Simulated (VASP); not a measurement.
Write the native input for VASP 6.6.1 that does the following.

```yaml
Task: relaxation of cell and atoms
Functional: PBE
Potentials_or_basis: VASP PAW PBE potentials, release 64 (Na_pv, Hg, F)
Cutoff: 600 eV
k_mesh: 6 × 6 × 6
Occupations: gaussian, width 0.1 eV
Spin: no spin polarisation
Dipole_correction: no
Further_INCAR_settings: ALGO = Normal; EDIFF = 1e-07; IBRION = 2; EDIFFG = -0.05; NSW = 100; ISIF = 3
```

The structure of NaHgF3 lies in POSCAR:

```
NaHgF3
1.0
    4.1007762906      0.0000000000      0.0000000000
    0.0000000000      4.1007762906      0.0000000000
    0.0000000000      0.0000000000      4.1007762906
Na Hg F
1 1 3
Direct
    0.0000000000      0.0000000000      0.0000000000
    0.5000000000      0.5000000000      0.5000000000
    0.0000000000      0.5000000000      0.5000000000
    0.5000000000      0.0000000000      0.5000000000
    0.5000000000      0.5000000000      0.0000000000
```

These files were run (other wordings do the same):

INCAR

```
ALGO = Normal
EDIFF = 1E-7
EDIFFG = -0.05
ENCUT = 600
GGA = PE
IBRION = 2
ISIF = 3
ISMEAR = 0
LASPH = T
LCHARG = F
LREAL = F
LWAVE = F
NELM = 100
NSW = 100
PREC = Accurate
SIGMA = 0.1
```

KPOINTS

```
k-points
0
Gamma
  6 6 6
```

Potentials or basis: VASP PAW PBE potentials, release 64 (Na_pv, Hg, F).

Run with:

```console
$ cat potpaw_PBE.64/Na_pv/POTCAR potpaw_PBE.64/Hg/POTCAR potpaw_PBE.64/F/POTCAR > POTCAR
$ mpirun -np 1 vasp_std > vasp.out
```

Results of the run:

```json
{
 "Relaxed volume": "18.96 Å³/atom",
 "Relaxed cell": "a = 4.560 Å, b = 4.560 Å, c = 4.560 Å, α = 90.00°, β = 90.00°, γ = 90.00°",
 "Space group after relaxing (to 0.05 Å)": "Pm-3m (No. 221)",
 "Energy gained by relaxing": "447.1 meV/atom",
 "Ionic steps": "4",
 "Pressure after relaxing": "-0.1 GPa",
 "Band gap on the k mesh": "0.37 eV, indirect (least direct gap 2.80 eV)"
}
```

Caveat: the volume moved by over 15 % at a fixed basis, so the end points are rough; spin-orbit coupling is left out, which moves the levels of the heavy elements.

Wall time 72 s on 1 thread of Intel(R) Xeon(R) 6975P-C (Granite Rapids), with other jobs on the host, peak memory 0.23 GiB.
